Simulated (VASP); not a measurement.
# AlN (Cmc2_1) in VASP: single point with PBE

Aim: the single point of AlN with PBE.

Everything below comes from runs of VASP 6.6.1. Logs are shortened: lines on timing, memory, paths and dates and some standing lists are left out, and cuts for length are marked.

## (1) The cell of the first run

It takes space group Cmc2_1 (No. 36, orthorhombic). The conventional cell has a = 3.218 Å, b = 5.194 Å, c = 5.243 Å, α = 90.00°, β = 90.00°, γ = 90.00°. Within 2.4 Å of Al (site symmetry m) lie 4 N at 1.84 to 2.00 Å. N (site symmetry m) has 4 Al at 1.84 to 2.00 Å within 2.4 Å.

## (2) Single point, PBE

The input, INCAR:

```
ALGO = Normal
EDIFF = 1E-7
ENCUT = 520
GGA = PE
ISIF = 2
ISMEAR = 0
ISYM = 0
LASPH = T
LCHARG = F
LREAL = F
LWAVE = F
NBANDS = 16
NELM = 100
PREC = Accurate
SIGMA = 0.02
```

The input, KPOINTS:

```
k-points
0
Gamma
  8 5 10
```

The input, POSCAR:

```
AlN
1.0
    3.2184289305      0.0000000000      0.0000000000
    0.0000000000      5.2430304776      0.0000000000
   -1.6092144652      0.0000000000      2.5967868773
Al N
2 2
Direct
    0.6666666667      0.0017287175      0.3333333333
    0.3333333333      0.5017287175      0.6666666667
    0.6666666667      0.3832712825      0.3333333333
    0.3333333333      0.8832712825      0.6666666667
```

Potentials or basis: VASP PAW PBE potentials, release 64 (Al, N).

On the command line:

```
> cat potpaw_PBE.64/Al/POTCAR potpaw_PBE.64/N/POTCAR > POTCAR
> mpirun -np 1 vasp_std > vasp.out
```

OUTCAR:

```text
EDIFF = 1E-7
   ENCUT = 520
   GGA = PE
   ISIF = 2
   ISMEAR = 0
   ISYM = 0
   LASPH = T
   LREAL = F
   NELM = 100
   PREC = Accurate

 ion  position               nearest neighbor table
   1  0.667  0.002  0.333-   4 1.84   4 1.93   4 1.93   3 2.00   2 3.14   2 3.14   2 3.20   2 3.20
                             2 3.20   2 3.20
   2  0.333  0.502  0.667-   3 1.84   3 1.93   3 1.93   4 2.00   1 3.14   1 3.14   1 3.20   1 3.20
                             1 3.20   1 3.20
   3  0.667  0.383  0.333-   2 1.84   2 1.93   2 1.93   1 2.00
   4  0.333  0.883  0.667-   1 1.84   1 1.93   1 1.93   2 2.00

IMPORTANT INFORMATION: All symmetrisations will be switched off!
NOSYMM: (Re-)initialisation of all symmetry stuff for point group C_1.

----------------------------------------------------------------------------------------

                                     Primitive cell

  volume of cell :      43.8190

  direct lattice vectors                    reciprocal lattice vectors
     3.218428931  0.000000000  0.000000000     0.310710605  0.000000000  0.192545643
     0.000000000  5.243030478  0.000000000     0.000000000  0.190729389  0.000000000
    -1.609214465  0.000000000  2.596786877     0.000000000  0.000000000  0.385091287

  length of vectors
     3.218428931  5.243030478  3.054975169     0.365533726  0.190729389  0.385091287

  position of ions in fractional coordinates (direct lattice)
     0.666666667  0.001728718  0.333333333
     0.333333333  0.501728718  0.666666667
     0.666666667  0.383271282  0.333333333
     0.333333333  0.883271282  0.666666667

  ion indices of the primitive-cell ions
   primitive index   ion index
                 1           1
                 2           2
                 3           3
                 4           4

----------------------------------------------------------------------------------------

 KPOINTS: k-points

Automatic generation of k-mesh.
 Grid dimensions read from file:
 generate k-points for:    8    5   10

 Generating k-lattice:

  Cartesian coordinates                     Fractional coordinates (reciprocal lattice)
     0.038838826  0.000000000  0.024068205     0.125000000  0.000000000  0.000000000
     0.000000000  0.038145878  0.000000000     0.000000000  0.200000000  0.000000000
     0.000000000  0.000000000  0.038509129     0.000000000  0.000000000  0.100000000

  Length of vectors
     0.045691716  0.038145878  0.038509129

  Shift w.r.t. Gamma in fractional coordinates (k-lattice)
     0.000000000  0.000000000  0.000000000

 -----------------------------------------------------------------------------
|                                                                             |
|           W    W    AA    RRRRR   N    N  II  N    N   GGGG   !!!           |
|           W    W   A  A   R    R  NN   N  II  NN   N  G    G  !!!           |
|           W    W  A    A  R    R  N N  N  II  N N  N  G       !!!           |
|           W WW W  AAAAAA  RRRRR   N  N N  II  N  N N  G  GGG   !            |
|           WW  WW  A    A  R   R   N   NN  II  N   NN  G    G                |
|           W    W  A    A  R    R  N    N  II  N    N   GGGG   !!!           |
|                                                                             |
|     Your reciprocal lattice and k-lattice belong to different lattice       |
|     classes:                                                                |
|                                                                             |
|        The reciprocal lattice is base centered orthorhombic,                |
|        whereas your k-lattice is simple monoclinic.                         |
|                                                                             |
|     Results are often still useful ...                                      |
|                                                                             |
 -----------------------------------------------------------------------------

 WARNING: IBZKPT: internal override: KBLOWUP is changed to .FALSE.
      ... skipping the blow-up phase ...

 Subroutine IBZKPT returns following result:
 ===========================================

 Found    202 irreducible k-points:

 Following reciprocal coordinates:
            Coordinates               Weight
  0.000000  0.000000  0.000000      1.000000
  0.125000  0.000000  0.000000      2.000000
  0.250000  0.000000  0.000000      2.000000
  0.375000  0.000000 -0.000000      2.000000
  0.500000  0.000000  0.000000      1.000000
  0.000000  0.200000  0.000000      2.000000
[... 16 lines left out ...]
  0.125000  0.000000  0.100000      2.000000
  0.250000  0.000000  0.100000      2.000000
 [... further k-points ...]
   k-points           NKPTS =    202   k-points in BZ     NKDIM =    202   number of bands    NBANDS=     16
   number of dos      NEDOS =    301   number of ions     NIONS =      4
   total plane-waves  NPLWV =  23040
   dimension x,y,z NGX =    24 NGY =   40 NGZ =   24
   dimension x,y,z NGXF=    48 NGYF=   80 NGZF=   48
   ions per type =               2   2
   NGX,Y,Z   is equivalent  to a cutoff of  12.40, 12.68, 13.06 a.u.
   NGXF,Y,Z  is equivalent  to a cutoff of  24.79, 25.37, 26.12 a.u.
 SYSTEM =  unknown system
   PREC   = accura    normal or accurate (medium, high low for compatibility)
   ISTART =      0    job   : 0-new  1-cont  2-samecut
   ICHARG =      2    charge: 1-file 2-atom 10-const
   ISPIN  =      1    spin polarized calculation?
   LNONCOLLINEAR =      F non collinear calculations
   LSORBIT =      F    spin-orbit coupling
   LASPH  =      T    aspherical Exc in radial PAW
   ENCUT  =  520.0 eV  38.22 Ry    6.18 a.u.   5.98  9.75  5.68*2*pi/ulx,y,z
   NELM   =    100;   NELMIN=  2; NELMDL= -5     # of ELM steps
   EDIFF  = 0.1E-06   stopping-criterion for ELM
   LREAL  =      F    real-space projection
   EDIFFG = 0.1E-05   stopping-criterion for IOM
   NSW    =      0    number of steps for IOM
   IBRION =     -1    ionic relax: 0-MD 1-quasi-New 2-CG
   NFREE  =      0    steps in history (QN), initial steepest desc. (CG)
   ISIF   =      2    stress and relaxation
   ISYM   =      0    0-nonsym 1-usesym 2-fastsym
   POTIM  = 0.5000    time-step for ionic-motion
   TEBEG  =    0.0;   TEEND  =   0.0 temperature during run
   PSTRESS=    0.0 pullay stress
   NELECT =      16.0000    total number of electrons
   NUPDOWN=      -1.0000    fix difference up-down
   EMIN   =  10.00;   EMAX   =-10.00  energy-range for DOS
   EFERMI =   0.00;   METHOD = LEGACY
   ISMEAR =     0;   SIGMA  =   0.02  broadening in eV -4-tet -1-fermi 0-gaus
   EFERMI_NEDOS =   21; number of points for ismear=-14 and -15
   IALGO  =     38    algorithm
   IMIX   =      4    mixing-type and parameters
     AMIX     =   0.40;   BMIX     =  1.00
     AMIX_MAG =   1.60;   BMIX_MAG =  1.00
  volume/ion in A,a.u.               =      10.95        73.93
  Fermi-wavevector in a.u.,A,eV,Ry     =   1.170112  2.211190 18.628569  1.369161
  Thomas-Fermi vector in A             =   2.306575
   LORBIT       =      0    0 simple, 1 ext, 2 COOP (PROOUT), +10 PAW based schemes
   GGA     = PE    functional components
   LHFCALC =     F    Hartree Fock is set to
   AEXX    =    0.0000 exact exchange contribution
   IVDW    =     0    specifies the selected vdW correction
   LEPSILON=     F    determine dielectric tensor
   LRPA    =     F    only Hartree local field effects (RPA)
 non-spin polarized calculation
 Gauss-broadening in eV      SIGMA  =   0.02
  energy-cutoff  :      520.00
  volume of cell :       43.82
 maximum number of plane-waves:      1198
   NGX = 11   NGY = 19   NGZ = 11

 number of electron      16.0000003 magnetization

 Free energy of the ion-electron system (eV)
  ---------------------------------------------------
  ext. energy  EPLUGINS =         0.00000000
  ---------------------------------------------------
  free energy    TOTEN  =       -29.56260783 eV

  energy without entropy =      -29.56260783  energy(sigma->0) =      -29.56260783

 E-fermi :   5.8863     XC(G=0): -10.7046

 val. band max:        5.7192042502   @ k =   0.0000   0.0000   0.0000
 cond. band min:       9.3439632160   @ k =   0.0000   0.0000   0.0000
 fundamental gap:      3.6247589658
 Fermi energy:         5.8862711541

 k-point     1 :       0.0000    0.0000    0.0000
  band No.  band energies     occupation
      1      -9.2095      2.00000
      2      -7.4202      2.00000
      3      -0.2103      2.00000
      4       4.8937      2.00000
      5       5.2065      2.00000
      6       5.4123      2.00000
[... 8 lines left out ...]
     15      18.0379      0.00000
     16      19.3591      0.00000

 k-point     2 :       0.1250    0.0000    0.0000
  band No.  band energies     occupation
      1      -9.0219      2.00000
      2      -7.3036      2.00000
      3       0.0199      2.00000
      4       4.0485      2.00000
      5       4.6138      2.00000
      6       4.9884      2.00000
[... 8 lines left out ...]
     15      17.9231      0.00000
     16      18.5187      0.00000

 k-point     3 :       0.2500    0.0000    0.0000
  band No.  band energies     occupation
      1      -8.5018      2.00000
      2      -7.0191      2.00000
      3       0.6781      2.00000
      4       2.3015      2.00000
      5       3.2003      2.00000
      6       4.5566      2.00000
[... 8 lines left out ...]
     15      18.0191      0.00000
     16      19.0542      0.00000

 k-point     4 :       0.3750    0.0000   -0.0000
  band No.  band energies     occupation
      1      -7.8113      2.00000
      2      -6.7752      2.00000
      3       0.8219      2.00000
      4       1.6537      2.00000
      5       1.9765      2.00000
      6       4.2204      2.00000
[... 8 lines left out ...]
     15      17.5095      0.00000
     16      19.7393      0.00000

 k-point     5 :       0.5000    0.0000    0.0000
  band No.  band energies     occupation
      1      -7.3938      2.00000
      2      -6.7554      2.00000
      3       0.2717      2.00000
      4       1.4383      2.00000
      5       2.3794      2.00000
      6       3.9411      2.00000
[... 8 lines left out ...]
     15      17.9129      0.00000
     16      19.7644      0.00000

 k-point     6 :       0.0000    0.2000    0.0000
  band No.  band energies     occupation
      1      -9.0789      2.00000
      2      -7.6531      2.00000
      3       0.2566      2.00000
      4       4.6542      2.00000
      5       4.9412      2.00000
      6       5.2779      2.00000
[... 8 lines left out ...]
     15      17.8664      0.00000
     16      19.0918      0.00000
[... 267 lines left out ...]
 k-point    21 :      -0.1250    0.4000    0.0000
  band No.  band energies     occupation
      1      -8.5355      2.00000
      2      -8.0223      2.00000
      3       1.5409      2.00000
      4       2.9209      2.00000
      5       4.4426      2.00000
      6       4.7784      2.00000
[... 8 lines left out ...]
     15      18.1376      0.00000
     16      18.5537      0.00000

 k-point    22 :       0.0000    0.0000    0.1000
  band No.  band energies     occupation
      1      -9.0729      2.00000
      2      -7.3318      2.00000
      3      -0.0445      2.00000
      4       4.6862      2.00000
      5       4.6926      2.00000
      6       5.0677      2.00000
[... 8 lines left out ...]
     15      18.0957      0.00000
     16      18.9787      0.00000

 k-point    23 :       0.1250    0.0000    0.1000
  band No.  band energies     occupation
      1      -8.7296      2.00000
      2      -7.1284      2.00000
      3       0.3822      2.00000
      4       3.2849      2.00000
      5       3.7617      2.00000
      6       4.6681      2.00000
[... 8 lines left out ...]
     15      17.9994      0.00000
     16      18.6862      0.00000

 k-point    24 :       0.2500    0.0000    0.1000
  band No.  band energies     occupation
      1      -8.1138      2.00000
      2      -6.8428      2.00000
      3       1.1734      2.00000
      4       1.6590      2.00000
      5       2.5054      2.00000
      6       4.1733      2.00000
[... 8 lines left out ...]
     15      17.5303      0.00000
     16      19.4340      0.00000

 [... further k-points ...]
[... 5 lines left out ...]
  --------------------------------------------------------------------------------------
  -------------------------------------------------------------------------------------
  Total       -2.6894043     -4.3632219      3.8273841     -0.0000001     -0.0000013     -0.0000603
  in kB      -98.3340797   -159.5347414    139.9426258     -0.0000042     -0.0000473     -0.0022052
  external PRESSURE =     -39.3087318 kB  Pullay stress =       0.0000000 kB

 VOLUME and BASIS-vectors are now :
 -----------------------------------------------------------------------------
  energy-cutoff  :      520.00
  volume of cell :       43.82
      direct lattice vectors                 reciprocal lattice vectors
     3.218428931  0.000000000  0.000000000     0.310710605  0.000000000  0.192545643
     0.000000000  5.243030478  0.000000000     0.000000000  0.190729389  0.000000000
    -1.609214465  0.000000000  2.596786877     0.000000000  0.000000000  0.385091287

 POSITION                                       TOTAL-FORCE (eV/Angst)
 -----------------------------------------------------------------------------------
      1.60921      0.00906      0.86560         0.000003      0.426678      0.679226
     -0.00000      2.63058      1.73119        -0.000003      0.426683     -0.679231
      1.60921      2.00950      0.86560         0.000002     -0.426684      0.777603
     -0.00000      4.63102      1.73119        -0.000002     -0.426677     -0.777597
 -----------------------------------------------------------------------------------
    total drift:                                0.000000     -0.000202      0.000008

  FREE ENERGIE OF THE ION-ELECTRON SYSTEM (eV)
  ---------------------------------------------------
  free  energy   TOTEN  =       -29.5626078341 eV

  energy  without entropy=      -29.5626078341  energy(sigma->0) =      -29.56260783
```

Wall time 41 s (1 thread of Intel Xeon Platinum 8559C (Emerald Rapids), shared host); peak memory 0.24 GiB.

What came out:

- Free energy: -29.5626 eV
- Pressure: -3.9 GPa
- Largest force: 0.887 eV/Å
- Band gap on the k mesh: 3.62 eV, direct

Forces in eV/Å, atoms in the order of the input:
```
Al   0.000  0.427  0.679
Al   0.000  0.427 -0.679
N    0.000 -0.427  0.778
N    0.000 -0.427 -0.778
```

Stress tensor (GPa, compression positive):
```
 -9.83   0.00   0.00
  0.00 -15.95   0.00
  0.00   0.00  13.99
```
